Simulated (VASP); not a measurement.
# NbPd2 (Immm) in VASP: notebook

The runs below take NbPd2 through single point, relaxation of cell and atoms, with LDA.

All numbers are computed with VASP 6.6.1; they aren't measurements. Logs are shortened: lines on timing, memory, paths and dates and some standing lists are left out, and cuts for length are marked.

## Step 1: The cell of the first run

The structure is orthorhombic, space group Immm (No. 71). Conventional cell: a = 2.768 Å, b = 3.894 Å, c = 8.280 Å, α = 90.00°, β = 90.00°, γ = 90.00°. Within 3.6 Å of Nb (site symmetry mmm) lie 10 Pd at 2.76 Å and 2 Nb at 2.77 Å. Pd (site symmetry mm2) has 5 Nb at 2.76 Å and 7 Pd at 2.76 to 2.77 Å within 3.6 Å.

## Step 2: Single point, LDA

The input, INCAR:

```
  PREC = Accurate
  ENCUT = 520
  EDIFF = 1E-6
  ISMEAR = 0
  SIGMA = 0.1
  LREAL = F
  LASPH = T
  NELM = 60
  ALGO = Normal
  ISIF = 2
  LWAVE = F
  LCHARG = F
  GGA = CA
  NBANDS = 24
```

The input, KPOINTS:

```
regular mesh
0
Gamma
  8 8 8
```

The input, POSCAR:

```
NbPd2
1.0
   -1.3841916006      1.9469406664      4.1399270852
    1.3841916006     -1.9469406664      4.1399270852
    1.3841916006      1.9469406664     -4.1399270852
Nb Pd
1 2
Direct
    0.0000000000      0.0000000000      0.0000000000
    0.6666468104      0.6666468104      0.0000000000
    0.3333531896      0.3333531896      0.0000000000
```

Potentials or basis: VASP PAW LDA potentials, release 64 (Nb_sv, Pd).

Launch:

```bash
cat potpaw_LDA.64/Nb_sv/POTCAR potpaw_LDA.64/Pd/POTCAR > POTCAR
mpirun -np 1 vasp_std > vasp.out
```

OUTCAR:

```text
PREC = Accurate
   ENCUT = 520
   EDIFF = 1E-6
   ISMEAR = 0
   LREAL = F
   LASPH = T
   NELM = 60
   ISIF = 2
   GGA = CA

 ion  position               nearest neighbor table
   1  0.000  0.000  0.000-   2 2.76   2 2.76   2 2.76   3 2.76   2 2.76   3 2.76   3 2.76   3 2.76
                             2 2.76   3 2.76
   2  0.667  0.667  0.000-   1 2.76   1 2.76   1 2.76   1 2.76   3 2.76   3 2.76   3 2.76   3 2.76
                             3 2.76   1 2.76
   3  0.333  0.333  0.000-   1 2.76   1 2.76   1 2.76   1 2.76   2 2.76   2 2.76   2 2.76   2 2.76
                             2 2.76   1 2.76

  LATTYP: Found a body centered orthorhombic cell.
 ALAT       =     2.7683832012
 B/A-ratio  =     1.4065543134
 C/A-ratio  =     2.9908627414

  Lattice vectors:

 A1 = (  -1.3841916006,   1.9469406664,   4.1399270852)
 A2 = (   1.3841916006,  -1.9469406664,   4.1399270852)
 A3 = (   1.3841916006,   1.9469406664,  -4.1399270852)

Analysis of symmetry for initial positions (statically):
=====================================================================
 Subroutine PRICEL returns:
 Original cell was already a primitive cell.

 Routine SETGRP: Setting up the symmetry group for a
 body centered orthorhombic supercell.

 Subroutine GETGRP returns: Found  8 space group operations
 (whereof  8 operations were pure point group operations)
 out of a pool of  8 trial point group operations.

The static configuration has the point symmetry D_2h.

Analysis of symmetry for dynamics (positions and initial velocities):
=====================================================================
 Subroutine PRICEL returns:
 Original cell was already a primitive cell.

 Routine SETGRP: Setting up the symmetry group for a
 body centered orthorhombic supercell.

 Subroutine GETGRP returns: Found  8 space group operations
 (whereof  8 operations were pure point group operations)
 out of a pool of  8 trial point group operations.

The dynamic configuration has the point symmetry D_2h.

 Subroutine INISYM returns: Found  8 space group operations
 (whereof  8 operations are pure point group operations),
 and found     1 'primitive' translations

----------------------------------------------------------------------------------------

                                     Primitive cell

  volume of cell :      44.6274

  direct lattice vectors                    reciprocal lattice vectors
    -1.384191601  1.946940666  4.139927085     0.000000000  0.256813168  0.120775074
     1.384191601 -1.946940666  4.139927085     0.361221669  0.000000000  0.120775074
     1.384191601  1.946940666 -4.139927085     0.361221669  0.256813168  0.000000000

  length of vectors
     4.779702984  4.779702984  4.779702984     0.283795035  0.380877556  0.443208864

  position of ions in fractional coordinates (direct lattice)
     0.000000000  0.000000000  0.000000000
     0.666646810  0.666646810  0.000000000
     0.333353190  0.333353190  0.000000000

  ion indices of the primitive-cell ions
   primitive index   ion index
                 1           1
                 2           2
                 3           3

----------------------------------------------------------------------------------------

 KPOINTS: regular mesh

Automatic generation of k-mesh.
 Grid dimensions read from file:
 generate k-points for:    8    8    8

 Generating k-lattice:

  Cartesian coordinates                     Fractional coordinates (reciprocal lattice)
     0.000000000  0.032101646  0.015096884     0.125000000  0.000000000 -0.000000000
     0.045152709  0.000000000  0.015096884     0.000000000  0.125000000 -0.000000000
     0.045152709  0.032101646  0.000000000     0.000000000  0.000000000  0.125000000

  Length of vectors
     0.035474379  0.047609694  0.055401108

  Shift w.r.t. Gamma in fractional coordinates (k-lattice)
     0.000000000  0.000000000  0.000000000

 Subroutine IBZKPT returns following result:
 ===========================================

 Found     95 irreducible k-points:

 Following reciprocal coordinates:
            Coordinates               Weight
  0.000000  0.000000  0.000000      1.000000
  0.125000  0.000000 -0.000000      4.000000
  0.250000  0.000000 -0.000000      4.000000
  0.375000  0.000000  0.000000      4.000000
  0.500000  0.000000 -0.000000      2.000000
  0.000000  0.125000 -0.000000      4.000000
[... 16 lines left out ...]
  0.125000  0.375000 -0.000000      8.000000
  0.250000  0.375000 -0.000000      8.000000
 [... further k-points ...]
   k-points           NKPTS =     95   k-points in BZ     NKDIM =     95   number of bands    NBANDS=     24
   number of dos      NEDOS =    301   number of ions     NIONS =      3
   total plane-waves  NPLWV =  46656
   dimension x,y,z NGX =    36 NGY =   36 NGZ =   36
   dimension x,y,z NGXF=    72 NGYF=   72 NGZF=   72
   ions per type =               1   2
   NGX,Y,Z   is equivalent  to a cutoff of  12.52, 12.52, 12.52 a.u.
   NGXF,Y,Z  is equivalent  to a cutoff of  25.04, 25.04, 25.04 a.u.
 SYSTEM =  unknown system
   PREC   = accura    normal or accurate (medium, high low for compatibility)
   ISTART =      0    job   : 0-new  1-cont  2-samecut
   ICHARG =      2    charge: 1-file 2-atom 10-const
   ISPIN  =      1    spin polarized calculation?
   LNONCOLLINEAR =      F non collinear calculations
   LSORBIT =      F    spin-orbit coupling
   LASPH  =      T    aspherical Exc in radial PAW
   ENCUT  =  520.0 eV  38.22 Ry    6.18 a.u.   8.89  8.89  8.89*2*pi/ulx,y,z
   NELM   =     60;   NELMIN=  2; NELMDL= -5     # of ELM steps
   EDIFF  = 0.1E-05   stopping-criterion for ELM
   LREAL  =      F    real-space projection
   EDIFFG = 0.1E-04   stopping-criterion for IOM
   NSW    =      0    number of steps for IOM
   IBRION =     -1    ionic relax: 0-MD 1-quasi-New 2-CG
   NFREE  =      0    steps in history (QN), initial steepest desc. (CG)
   ISIF   =      2    stress and relaxation
   ISYM   =      2    0-nonsym 1-usesym 2-fastsym
   POTIM  = 0.5000    time-step for ionic-motion
   TEBEG  =    0.0;   TEEND  =   0.0 temperature during run
   PSTRESS=    0.0 pullay stress
   NELECT =      33.0000    total number of electrons
   NUPDOWN=      -1.0000    fix difference up-down
   EMIN   =  10.00;   EMAX   =-10.00  energy-range for DOS
   EFERMI =   0.00;   METHOD = LEGACY
   ISMEAR =     0;   SIGMA  =   0.10  broadening in eV -4-tet -1-fermi 0-gaus
   EFERMI_NEDOS =   21; number of points for ismear=-14 and -15
   IALGO  =     38    algorithm
   IMIX   =      4    mixing-type and parameters
     AMIX     =   0.40;   BMIX     =  1.00
     AMIX_MAG =   1.60;   BMIX_MAG =  1.00
  volume/ion in A,a.u.               =      14.88       100.39
  Fermi-wavevector in a.u.,A,eV,Ry     =   1.480400  2.797549 29.818294  2.191583
  Thomas-Fermi vector in A             =   2.594438
   LORBIT       =      0    0 simple, 1 ext, 2 COOP (PROOUT), +10 PAW based schemes
   GGA     = CA    functional components
   LHFCALC =     F    Hartree Fock is set to
   AEXX    =    0.0000 exact exchange contribution
   IVDW    =     0    specifies the selected vdW correction
   LEPSILON=     F    determine dielectric tensor
   LRPA    =     F    only Hartree local field effects (RPA)
 non-spin polarized calculation
 Gauss-broadening in eV      SIGMA  =   0.10
  energy-cutoff  :      520.00
  volume of cell :       44.63
 maximum number of plane-waves:      1227
   NGX = 17   NGY = 17   NGZ = 17

 number of electron      32.9999998 magnetization

 Free energy of the ion-electron system (eV)
  ---------------------------------------------------
  ext. energy  EPLUGINS =         0.00000000
  ---------------------------------------------------
  free energy    TOTEN  =       -25.69264400 eV

  energy without entropy =      -25.68417930  energy(sigma->0) =      -25.68841165

 E-fermi :  11.7617     XC(G=0): -13.5849

 val. band max:       11.7540914363   @ k =  -0.1250   0.1250   0.0000
 cond. band min:      11.7681799737   @ k =   0.3750   0.2500   0.0000
 fundamental gap:      0.0140885373
 Fermi energy:        11.7616827115

 k-point     1 :       0.0000    0.0000    0.0000
  band No.  band energies     occupation
      1     -43.1272      2.00000
      2     -19.4238      2.00000
      3     -19.3364      2.00000
      4     -18.6815      2.00000
      5       4.0321      2.00000
      6       6.5191      2.00000
[... 16 lines left out ...]
     23      21.1703      0.00000
     24      21.8215      0.00000

 k-point     2 :       0.1250    0.0000   -0.0000
  band No.  band energies     occupation
      1     -43.1267      2.00000
      2     -19.4232      2.00000
      3     -19.3435      2.00000
      4     -18.6815      2.00000
      5       4.2851      2.00000
      6       6.4797      2.00000
[... 16 lines left out ...]
     23      20.0875      0.00000
     24      21.2016      0.00000

 k-point     3 :       0.2500    0.0000   -0.0000
  band No.  band energies     occupation
      1     -43.1254      2.00000
      2     -19.4217      2.00000
      3     -19.3601      2.00000
      4     -18.6813      2.00000
      5       4.9786      2.00000
      6       6.3605      2.00000
[... 16 lines left out ...]
     23      20.4320      0.00000
     24      21.7448      0.00000
[... 514 lines left out ...]
 k-point    23 :       0.1250    0.3750   -0.0000
  band No.  band energies     occupation
      1     -42.9968      2.00000
      2     -19.7233      2.00000
      3     -19.2989      2.00000
      4     -19.2192      2.00000
      5       5.9496      2.00000
      6       6.3263      2.00000
[... 16 lines left out ...]
     23      20.7910      0.00000
     24      23.0797      0.00000

 k-point    24 :       0.2500    0.3750   -0.0000
  band No.  band energies     occupation
      1     -42.9963      2.00000
      2     -19.7209      2.00000
      3     -19.3003      2.00000
      4     -19.2319      2.00000
      5       6.3084      2.00000
      6       6.5861      2.00000
[... 16 lines left out ...]
     23      20.1883      0.00000
     24      22.5717      0.00000

 [... further k-points ...]

------------------------ aborting loop because EDIFF is reached ----------------------------------------

  FORCE on cell =-STRESS in cart. coord.  units (eV):
  Direction    XX          YY          ZZ          XY          YZ          ZX
  --------------------------------------------------------------------------------------
  -------------------------------------------------------------------------------------
  Total        0.1152866      0.1928224      0.1186484      0.0000000      0.0000000      0.0000000
  in kB        4.1389280      6.9225567      4.2596214      0.0000000      0.0000000      0.0000000
  external PRESSURE =       5.1070354 kB  Pullay stress =       0.0000000 kB

 VOLUME and BASIS-vectors are now :
 -----------------------------------------------------------------------------
  energy-cutoff  :      520.00
  volume of cell :       44.63
      direct lattice vectors                 reciprocal lattice vectors
    -1.384191601  1.946940666  4.139927085     0.000000000  0.256813168  0.120775074
     1.384191601 -1.946940666  4.139927085     0.361221669  0.000000000  0.120775074
     1.384191601  1.946940666 -4.139927085     0.361221669  0.256813168  0.000000000

 POSITION                                       TOTAL-FORCE (eV/Angst)
 -----------------------------------------------------------------------------------
      0.00000      0.00000      0.00000        -0.000000      0.000000      0.000000
      0.00000      0.00000      5.51974        -0.000000      0.000000      0.020080
      0.00000      0.00000      2.76012         0.000000     -0.000000     -0.020080
 -----------------------------------------------------------------------------------
    total drift:                               -0.000000     -0.000000     -0.000000

  FREE ENERGIE OF THE ION-ELECTRON SYSTEM (eV)
  ---------------------------------------------------
  free  energy   TOTEN  =       -25.6926440007 eV

  energy  without entropy=      -25.6841793027  energy(sigma->0) =      -25.68841165
```

Run time: 62 s. Hardware: 1 thread of Intel Xeon 6975P-C (Granite Rapids), shared host; peak memory 0.23 GiB.

Results:

- Free energy: -25.6926 eV
- Pressure: 0.5 GPa
- Largest force: 0.020 eV/Å
- Band gap on the k mesh: zero (an odd number of electrons rules out a gap without spin polarisation)

Forces in eV/Å, atoms in the order of the input:
```
Nb   0.000  0.000  0.000
Pd   0.000  0.000  0.020
Pd   0.000  0.000 -0.020
```

## Step 3: Relaxation of cell and atoms, LDA

This run uses another cell than the first one, of 15.73 Å³/atom.

The input, INCAR:

```
SYSTEM = NbPd2
PREC     = Accurate       ! precision mode
ENCUT    = 600            ! plane-wave cutoff, eV
EDIFF    = 1E-6           ! SCF threshold, eV
ISMEAR   = 0              ! smearing method
SIGMA    = 0.1            ! smearing width, eV
LREAL    = .FALSE.        ! projectors in reciprocal space
LASPH    = .TRUE.         ! aspherical terms in the spheres
NELM     = 60             ! most SCF steps
ALGO     = Fast           ! electronic algorithm
ISIF     = 3              ! what is computed and relaxed
LWAVE    = .FALSE.        ! write WAVECAR
LCHARG   = .FALSE.        ! write CHGCAR
IBRION   = 2              ! ionic algorithm
NSW      = 100            ! ionic steps
EDIFFG   = -0.05          ! ionic threshold
```

The input, KPOINTS:

```
Automatic mesh
0
G
  8 8 8
  0 0 0
```

The input, POSCAR:

```
NbPd2
1.0
   -1.4176141950      1.9722901550      4.2204657500
    1.4176141950     -1.9722901550      4.2204657500
    1.4176141950      1.9722901550     -4.2204657500
Nb Pd
1 2
Direct
    0.0000000000      0.0000000000      0.0000000000
    0.6665762700      0.6665762700      0.0000000000
    0.3334237300      0.3334237300      0.0000000000
```

Potentials or basis: VASP PAW LDA potentials, release 64 (Nb_sv, Pd).

Launch:

```bash
cat potpaw_LDA.64/Nb_sv/POTCAR potpaw_LDA.64/Pd/POTCAR > POTCAR
mpirun -np 1 vasp_std > vasp.out
```

OUTCAR:

```text
SYSTEM = NbPd2
   PREC = Accurate
   ENCUT = 600
   EDIFF = 1E-6
   ISMEAR = 0
   LREAL = .FALSE.
   LASPH = .TRUE.
   NELM = 60
   ISIF = 3
   IBRION = 2
   NSW = 100
   EDIFFG = -0.05

 ion  position               nearest neighbor table
   1  0.000  0.000  0.000-   2 2.81   2 2.81   2 2.81   3 2.81   2 2.81   3 2.81   3 2.81   3 2.81
                             2 2.81   3 2.81
   2  0.667  0.667  0.000-   1 2.81   1 2.81   1 2.81   1 2.81   3 2.81   3 2.81   3 2.81   3 2.81
                             3 2.81   1 2.81
   3  0.333  0.333  0.000-   1 2.81   1 2.81   1 2.81   1 2.81   2 2.81   2 2.81   2 2.81   2 2.81
                             2 2.81   1 2.81

  LATTYP: Found a body centered orthorhombic cell.
 ALAT       =     2.8352283900
 B/A-ratio  =     1.3912742705
 C/A-ratio  =     2.9771610392

  Lattice vectors:

 A1 = (  -1.4176141950,   1.9722901550,   4.2204657500)
 A2 = (   1.4176141950,  -1.9722901550,   4.2204657500)
 A3 = (   1.4176141950,   1.9722901550,  -4.2204657500)

Analysis of symmetry for initial positions (statically):
=====================================================================
 Subroutine PRICEL returns:
 Original cell was already a primitive cell.
[... 181 lines left out ...]
  -------------------------------------------------------------------------------------
  Total       -3.3680966     -3.2422576     -3.3514875     -0.0000000      0.0000000      0.0000000
  in kB     -114.3262315   -110.0547679   -113.7624531     -0.0000000      0.0000000      0.0000000
  external PRESSURE =    -112.7144842 kB  Pullay stress =       0.0000000 kB
[... 209 lines left out ...]
--------------------------------------- Ionic step        7  -------------------------------------------

 number of electron      33.0000000 magnetization

 Free energy of the ion-electron system (eV)
  ---------------------------------------------------
  ext. energy  EPLUGINS =         0.00000000
  ---------------------------------------------------
  free energy    TOTEN  =       -25.69381925 eV

  energy without entropy =      -25.68535961  energy(sigma->0) =      -25.68958943

 E-fermi :  11.7411     XC(G=0): -13.5779

 val. band max:       11.7357215967   @ k =  -0.1250   0.1250  -0.0000
 cond. band min:      11.7477594630   @ k =   0.3750   0.2500   0.0000
 fundamental gap:      0.0120378664
 Fermi energy:        11.7411178113

 k-point     1 :       0.0000    0.0000    0.0000
  band No.  band energies     occupation
      1     -43.1515      2.00000
      2     -19.4474      2.00000
      3     -19.3599      2.00000
      4     -18.7034      2.00000
      5       4.0182      2.00000
      6       6.5013      2.00000
[... 541 lines left out ...]
     19      13.9214      0.00000
     20      14.6162      0.00000

 [... further k-points ...]

------------------------ aborting loop because EDIFF is reached ----------------------------------------

  FORCE on cell =-STRESS in cart. coord.  units (eV):
  Direction    XX          YY          ZZ          XY          YZ          ZX
  --------------------------------------------------------------------------------------
  -------------------------------------------------------------------------------------
  Total        0.1061954      0.1296856     -0.0546129      0.0000000      0.0000000      0.0000000
  in kB        3.8079532      4.6502642     -1.9583104      0.0000000      0.0000000      0.0000000
  external PRESSURE =       2.1666357 kB  Pullay stress =       0.0000000 kB
[... 18 lines left out ...]
  FREE ENERGIE OF THE ION-ELECTRON SYSTEM (eV)
  ---------------------------------------------------
  free  energy   TOTEN  =       -25.6938192485 eV

  energy  without entropy=      -25.6853596089  energy(sigma->0) =      -25.68958943

 reached required accuracy - stopping structural energy minimisation
```

OSZICAR:

```text
N       E                     dE             d eps       ncg     rms          rms(c)
DAV:   1     0.329694391748E+03    0.32969E+03   -0.18623E+04  3800   0.185E+03
DAV:   2    -0.946568352500E+01   -0.33916E+03   -0.32782E+03  4640   0.565E+02
DAV:   3    -0.261643937197E+02   -0.16699E+02   -0.16027E+02  5788   0.106E+02
[... 126 lines left out ...]
RMM:   6    -0.256938119698E+02   -0.65998E-05   -0.72221E-05  5098   0.417E-02    0.647E-03
RMM:   7    -0.256938153163E+02   -0.33465E-05   -0.36503E-05  4338   0.322E-02    0.318E-03
RMM:   8    -0.256938174344E+02   -0.21180E-05   -0.23189E-05  3896   0.232E-02    0.128E-03
RMM:   9    -0.256938185287E+02   -0.10943E-05   -0.12165E-05  3430   0.189E-02    0.724E-04
RMM:  10    -0.256938192485E+02   -0.71987E-06   -0.79730E-06  3036   0.153E-02
   7 F= -.25693819E+02 E0= -.25689589E+02  d E =-.115825E-02
```

It took 16 min on 1 thread of Intel Xeon 6975P-C (Granite Rapids), shared host; peak memory 0.3 GiB.

What came out:

| Property | Result |
| --- | --- |
| Free energy | -25.6938 eV |
| Relaxed volume | 14.89 Å³/atom |
| Relaxed cell | a = 4.785 Å, b = 4.785 Å, c = 4.785 Å, α = 146.39°, β = 131.99°, γ = 59.88° |
| Space group after relaxing (to 0.1 Å) | Immm (No. 71) |
| Energy gained by relaxing | 30.7 meV/atom |
| Ionic steps | 7 |
| Pressure after relaxing | 0.2 GPa |
| Largest force after relaxing | 0.009 eV/Å |
| Band gap on the k mesh | zero (an odd number of electrons rules out a gap without spin polarisation) |

Forces on the atoms (eV/Å):
```
Nb   0.000  0.000  0.000
Pd   0.000  0.000  0.009
Pd   0.000  0.000 -0.009
```

Step by step:
```tsv
step	energy change (eV)	largest force (eV/Å)	pressure (GPa)	volume (Å³)
1	0.0000	0.0466	-11.27	47.20
2	0.3692	0.1843	34.83	40.04
3	-0.0908	0.0172	-0.49	44.84
4	-0.0910	0.0195	-0.10	44.76
5	-0.0909	0.0215	0.18	44.71
6	-0.0919	0.0145	0.20	44.69
7	-0.0921	0.0094	0.22	44.68
```

Final structure:
```
Nb Pd
1.0
    -1.38370    1.94670    4.14688
     1.38370   -1.94670    4.14688
     1.38370    1.94670   -4.14688
Nb Pd
1 2
Direct
  0.00000 0.00000 0.00000
  0.66668 0.66668 0.00000
  0.33332 0.33332 0.00000
```
